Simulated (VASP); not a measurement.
# Au (P6_3/mmc) in VASP: single point with PBE

Aim: the single point of Au with PBE.

Program: VASP 6.6.1. These are calculated values, not measurements. Logs are shortened: lines on timing, memory, paths and dates and some standing lists are left out, and cuts for length are marked.

### Step 1. The cell of the first run

The structure is hexagonal, space group P6_3/mmc (No. 194). The conventional cell has a = 2.900 Å, b = 2.900 Å, c = 4.880 Å, α = 90.00°, β = 90.00°, γ = 120.00°. Within 3.8 Å of Au (site symmetry -6m2) lie 12 Au at 2.90 to 2.96 Å.

### Step 2. Single point, PBE

Input file INCAR:

```
SYSTEM = Au
PREC = Accurate ; ENCUT = 520
EDIFF = 1E-6 ; ISMEAR = -1
SIGMA = 0.05 ; LREAL = .False.
LASPH = .True. ; NELM = 80
ALGO = Normal ; ISIF = 2
LWAVE = .False. ; LCHARG = .True.
GGA = PE ; LELF = .True.
LVHAR = .True. ; NBANDS = 18
```

Input file KPOINTS:

```
Automatic mesh
0
Gamma
  18 18 10
  0 0 0
```

Input file POSCAR:

```
Au
1.0
    2.9000000000      0.0000000000      0.0000000000
   -1.4500000000      2.5114736710      0.0000000000
    0.0000000000      0.0000000000      4.8800000000
Au
2
Direct
    0.3333333333      0.6666666667      0.7500000000
    0.6666666667      0.3333333333      0.2500000000
```

Potentials or basis: VASP PAW PBE potentials, release 64 (Au).

The run is started by

```sh
cat potpaw_PBE.64/Au/POTCAR > POTCAR
mpirun -np 1 vasp_std > vasp.out
```

OUTCAR:

```text
SYSTEM = Au
   PREC = Accurate
   ENCUT = 520
   EDIFF = 1E-6
   ISMEAR = -1
   LREAL = .False.
   LASPH = .True.
   NELM = 80
   ISIF = 2
   GGA = PE

 ion  position               nearest neighbor table
   1  0.333  0.667  0.750-   2 2.96   2 2.96   2 2.96   2 2.96   2 2.96   2 2.96
   2  0.667  0.333  0.250-   1 2.96   1 2.96   1 2.96   1 2.96   1 2.96   1 2.96

  LATTYP: Found a hexagonal cell.
 ALAT       =     2.9000000000
 C/A-ratio  =     1.6827586207

  Lattice vectors:

 A1 = (   2.9000000000,   0.0000000000,   0.0000000000)
 A2 = (  -1.4500000000,   2.5114736710,   0.0000000000)
 A3 = (   0.0000000000,   0.0000000000,   4.8800000000)

Analysis of symmetry for initial positions (statically):
=====================================================================
 Subroutine PRICEL returns:
 Original cell was already a primitive cell.

 Routine SETGRP: Setting up the symmetry group for a
 hexagonal supercell.

 Subroutine GETGRP returns: Found 24 space group operations
 (whereof 12 operations were pure point group operations)
 out of a pool of 24 trial point group operations.

The static configuration has the point symmetry D_3d.
 The point group associated with its full space group is D_6h.

Analysis of symmetry for dynamics (positions and initial velocities):
=====================================================================
 Subroutine PRICEL returns:
 Original cell was already a primitive cell.

 Routine SETGRP: Setting up the symmetry group for a
 hexagonal supercell.

 Subroutine GETGRP returns: Found 24 space group operations
 (whereof 12 operations were pure point group operations)
 out of a pool of 24 trial point group operations.

The dynamic configuration has the point symmetry D_3d.
 The point group associated with its full space group is D_6h.

 Subroutine INISYM returns: Found 24 space group operations
 (whereof 12 operations are pure point group operations),
 and found     1 'primitive' translations

----------------------------------------------------------------------------------------

                                     Primitive cell

  volume of cell :      35.5424

[... 75 lines left out ...]
   ions per type =               2
   NGX,Y,Z   is equivalent  to a cutoff of  13.76, 13.76, 12.26 a.u.
   NGXF,Y,Z  is equivalent  to a cutoff of  27.52, 27.52, 24.53 a.u.
 SYSTEM =  Au
   PREC   = accura    normal or accurate (medium, high low for compatibility)
   ISTART =      0    job   : 0-new  1-cont  2-samecut
   ICHARG =      2    charge: 1-file 2-atom 10-const
   ISPIN  =      1    spin polarized calculation?
   LNONCOLLINEAR =      F non collinear calculations
   LSORBIT =      F    spin-orbit coupling
   LASPH  =      T    aspherical Exc in radial PAW
   ENCUT  =  520.0 eV  38.22 Ry    6.18 a.u.   5.39  5.39  9.07*2*pi/ulx,y,z
   NELM   =     80;   NELMIN=  2; NELMDL= -5     # of ELM steps
   EDIFF  = 0.1E-05   stopping-criterion for ELM
   LREAL  =      F    real-space projection
   EDIFFG = 0.1E-04   stopping-criterion for IOM
   NSW    =      0    number of steps for IOM
   IBRION =     -1    ionic relax: 0-MD 1-quasi-New 2-CG
   NFREE  =      0    steps in history (QN), initial steepest desc. (CG)
   ISIF   =      2    stress and relaxation
   ISYM   =      2    0-nonsym 1-usesym 2-fastsym
   POTIM  = 0.5000    time-step for ionic-motion
   TEBEG  =    0.0;   TEEND  =   0.0 temperature during run
   PSTRESS=    0.0 pullay stress
   NELECT =      22.0000    total number of electrons
   NUPDOWN=      -1.0000    fix difference up-down
   EMIN   =  10.00;   EMAX   =-10.00  energy-range for DOS
   EFERMI =   0.00;   METHOD = LEGACY
   ISMEAR =    -1;   SIGMA  =   0.05  broadening in eV -4-tet -1-fermi 0-gaus
   EFERMI_NEDOS =   21; number of points for ismear=-14 and -15
   IALGO  =     38    algorithm
   IMIX   =      4    mixing-type and parameters
     AMIX     =   0.40;   BMIX     =  1.00
     AMIX_MAG =   1.60;   BMIX_MAG =  1.00
  volume/ion in A,a.u.               =      17.77       119.93
  Fermi-wavevector in a.u.,A,eV,Ry     =   1.395191  2.636528 26.484517  1.946557
  Thomas-Fermi vector in A             =   2.518667
   LORBIT       =      0    0 simple, 1 ext, 2 COOP (PROOUT), +10 PAW based schemes
   GGA     = PE    functional components
   LHFCALC =     F    Hartree Fock is set to
   AEXX    =    0.0000 exact exchange contribution
   IVDW    =     0    specifies the selected vdW correction
   LEPSILON=     F    determine dielectric tensor
   LRPA    =     F    only Hartree local field effects (RPA)
 non-spin polarized calculation
  energy-cutoff  :      520.00
  volume of cell :       35.54
 maximum number of plane-waves:       984
 NGX is ok and might be reduce to    24
   NGX = 11   NGY = 11   NGZ = 19

 number of electron      22.0000001 magnetization

 Free energy of the ion-electron system (eV)
  ---------------------------------------------------
  ext. energy  EPLUGINS =         0.00000000
  ---------------------------------------------------
  free energy    TOTEN  =        -6.42465629 eV

  energy without entropy =       -6.41735418  energy(sigma->0) =       -6.42100524

 E-fermi :   8.7605     XC(G=0): -12.4654

 val. band max:        8.7575183502   @ k =   0.4444  -0.0000   0.5000
 cond. band min:       8.7787997785   @ k =   0.4444   0.0556   0.3000
 fundamental gap:      0.0212814282
 Fermi energy:         8.7605458915

 k-point     1 :       0.0000    0.0000    0.0000
  band No.  band energies     occupation
      1      -0.6308      2.00000
      2       1.7581      2.00000
      3       4.1406      2.00000
      4       4.4144      2.00000
      5       4.4144      2.00000
      6       4.7009      2.00000
[... 481 lines left out ...]
      5       4.6193      2.00000
      6       4.7402      2.00000
[... 10 lines left out ...]
     17      20.6839      0.00000
     18      23.3312      0.00000

 [... further k-points ...]
[... 5 lines left out ...]
  --------------------------------------------------------------------------------------
  -------------------------------------------------------------------------------------
  Total        0.4070034      0.4070034      0.3325043      0.0000000      0.0000000      0.0000000
  in kB       18.3468789     18.3468789     14.9886126      0.0000000      0.0000000      0.0000000
  external PRESSURE =      17.2274568 kB  Pullay stress =       0.0000000 kB

 VOLUME and BASIS-vectors are now :
 -----------------------------------------------------------------------------
  energy-cutoff  :      520.00
  volume of cell :       35.54
      direct lattice vectors                 reciprocal lattice vectors
     2.900000000  0.000000000  0.000000000     0.344827586  0.199086300  0.000000000
    -1.450000000  2.511473671  0.000000000     0.000000000  0.398172599  0.000000000
     0.000000000  0.000000000  4.880000000     0.000000000  0.000000000  0.204918033

 POSITION                                       TOTAL-FORCE (eV/Angst)
 -----------------------------------------------------------------------------------
     -0.00000      1.67432      3.66000        -0.000000     -0.000000      0.000000
      1.45000      0.83716      1.22000         0.000000      0.000000      0.000000
 -----------------------------------------------------------------------------------
    total drift:                                0.000000     -0.000000      0.000000

  FREE ENERGIE OF THE ION-ELECTRON SYSTEM (eV)
  ---------------------------------------------------
  free  energy   TOTEN  =        -6.4246562921 eV

  energy  without entropy=       -6.4173541815  energy(sigma->0) =       -6.42100524
```

stdout:

```text
POSCAR found type information on POSCAR Au
 POSCAR found :  1 types and       2 ions
 scaLAPACK will be used
 LDA part: xc-table for (Slater+PW92), standard interpolation
 POSCAR, INCAR and KPOINTS ok, starting setup
 FFT: planning ... GRIDC
 FFT: planning ... GRID_SOFT
 FFT: planning ... GRID
 WAVECAR not read
 entering main loop
```

Run time: 31 s. Hardware: 1 thread of Intel Xeon 6975P-C (Granite Rapids), shared host; peak memory 0.24 GiB.

Results:

| Item | Value |
| --- | --- |
| Free energy | -6.4247 eV |
| Pressure | 1.7 GPa |
| Band gap on the k mesh | zero (band 11 reaches 12.88 eV, above the bottom of band 12 at 6.20 eV) |

Caveat: spin-orbit coupling is left out, which moves the levels of the heavy elements.
